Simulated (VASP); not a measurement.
Here is a VASP 6.6.1 calculation.

Contents of INCAR:

```
ALGO = Normal ; EDIFF = 1E-8
ENCUT = 520 ; GGA = PE
ISIF = 2 ; ISMEAR = -1
LASPH = T ; LCHARG = F
LEFG = T ; LREAL = F
LWAVE = F ; NBANDS = 12
NELM = 80 ; PREC = Accurate
SIGMA = 0.05
```

Contents of KPOINTS:

```
k-points
0
Gamma
  15 15 8
```

Contents of POSCAR:

```
P
1.0
    2.6826471823      0.0000000000      0.0000000000
   -1.3413235911      2.3232406092      0.0000000000
    0.0000000000      0.0000000000      4.5491341834
P
2
Direct
    0.3333333333      0.6666666667      0.2500000000
    0.6666666667      0.3333333333      0.7500000000
```

Potentials or basis: VASP PAW PBE potentials, release 64 (P).

Launch:

```bash
$ cat potpaw_PBE.64/P/POTCAR > POTCAR
$ mpirun -np 1 vasp_std > vasp.out
```

Task: Estimate the pressure.

Result: 2.2 GPa.

Task: Estimate the band gap on the k mesh.

Result: Zero (bands 5 and 6 overlap by 11.17 eV).

Electric field gradients, principal values (V/Å²):
```csv
atom,least,middle,greatest (by size)
1 P,0.927,0.928,-1.856
2 P,0.927,0.928,-1.856
```

Caveat: without QUAD_EFG the Cq values of the log hold for a quadrupole moment of 1 mb, not for the nuclei.
